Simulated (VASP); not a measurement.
Here is a VASP 6.6.1 calculation.

The input INCAR:

```
SYSTEM = MoSe2
ALGO     = Normal         ! electronic algorithm
EDIFF    = 1E-7           ! SCF threshold, eV
EDIFFG   = -0.008         ! ionic threshold
ENCUT    = 450            ! plane-wave cutoff, eV
GGA      = PE             ! functional
GGA_COMPAT= .FALSE.      
IBRION   = 2              ! ionic algorithm
ISIF     = 2              ! what is computed and relaxed
ISMEAR   = 0              ! smearing method
LASPH    = .TRUE.         ! aspherical terms in the spheres
LCHARG   = .FALSE.        ! write CHGCAR
LREAL    = .FALSE.        ! projectors in reciprocal space
LWAVE    = .FALSE.        ! write WAVECAR
NELM     = 120            ! most SCF steps
NELMIN   = 4            
NSW      = 60             ! ionic steps
PREC     = Accurate       ! precision mode
SIGMA    = 0.02           ! smearing width, eV
```

The input KPOINTS:

```
k-points
0
G
  9 9 2
  0 0 0
```

File POSCAR:

```
MoSe2
1.0
    3.3707283496      0.0000000000      0.0000000000
   -1.6853641748      2.9191363800      0.0000000000
    0.0000000000      0.0000000000     15.0518329595
Mo Se
2 4
Direct
    0.6666666667      0.3333333333      0.7500000000
    0.3333333333      0.6666666667      0.2500000000
    0.3333333333      0.6666666667      0.8625283918
    0.6666666667      0.3333333333      0.3625283918
    0.3333333333      0.6666666667      0.6374716082
    0.6666666667      0.3333333333      0.1374716082
```

Potentials or basis: VASP PAW PBE potentials, release 64 (Mo_sv, Se).

The run is started by

```sh
$ cat potpaw_PBE.64/Mo_sv/POTCAR potpaw_PBE.64/Se/POTCAR > POTCAR
$ mpirun -np 1 vasp_std > vasp.out
```

Estimate the energy gained by relaxing.

8.1 meV/atom.

Predict the band gap on the k mesh.

1.16 eV (least direct gap 1.29 eV).

Stress tensor (GPa, compression positive):
```
-2.51  0.00  0.00
 0.00 -2.51  0.00
 0.00  0.00 -0.08
```

Caveat: the cell differs from its parent crystal (equal strain along all axes, cell held: +1.5 %); this functional lacks dispersion, which binds layers or chains, so the pressure and a relaxed spacing across them are unreliable. A k mesh can miss the band edges.
